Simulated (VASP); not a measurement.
Runs of VASP 6.6.1 on TiAl3F. The structure is that of space group Pm-3m (No. 221), or close to it. The cells are those of the table. The cell was generated, and may not be a known phase.

```csv
task,spin,cell,k mesh,cutoff (eV),gap on the mesh (eV),pressure (GPa),moment (μB),relaxed volume (Å³/atom)
relaxation of cell and atoms,collinear,"relaxed from a = 4.134 Å, 5 atoms",4 × 4 × 4,600,none,0.1,0.00,15.43
single point,collinear,"a = 4.134 Å, 5 atoms",4 × 4 × 4,520,none,8.4,0.00,-
single point,collinear,"a = 4.259 Å, 5 atoms",4 × 4 × 4,520,none,-0.1,0.00,-
single point,off,"a = 4.250 Å, 5 atoms",10 × 10 × 10,520,none,-0.1,-,-
relaxation of cell and atoms,off,"relaxed from a = 4.259 Å, 5 atoms",10 × 10 × 10,600,none,0.1,-,(a)
```

Alike in all rows: level PBE; potentials or basis VASP PAW PBE potentials, release 64 (Ti_sv, Al, F); smearing gaussian 0.1 eV.

Task: Estimate the missing entries.

Result: (a) 15.31.

Caveats: some runs use coarse meshes.

A gap of «none» marks levels without a gap at the run's occupations.
